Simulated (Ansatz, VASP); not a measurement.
One calculation of W, two programs

```xyz
1
Lattice="-1.5574 1.5574 1.5574 1.5574 -1.5574 1.5574 1.5574 1.5574 -1.5574" Properties=species:S:1:pos:R:3 pbc="T T T"
W     0.0000    0.0000    0.0000
```

Change from the starting cell: strain -0.025 along x and y, -0.025 along z, atoms carried along.

Alike in both runs: task single point; functional PBE; k mesh 20 × 20 × 20; occupations gaussian, width 0.15 eV; no spin polarisation.

```csv
,VASP,Ansatz
version,VASP 6.6.1,Ansatz 0.2.0
potentials or method,"VASP PAW PBE potentials, release 64 (W_sv), cutoff 520 eV","scalar-relativistic, plane waves, PAW"
valence electrons in the cell,14,14
```

Ansatz gave:

| Quantity | Value |
| --- | --- |
| gap on the k mesh at the Fermi level (eV) | none |
| pressure (GPa) | 22.9 |

Problem. What did VASP give for the same quantities?

Solution. gap on the k mesh at the Fermi level (eV): none; pressure (GPa): 23.7.

A gap of «none» marks a metal or a gap that the smearing closes.

Spin-orbit coupling is off throughout.
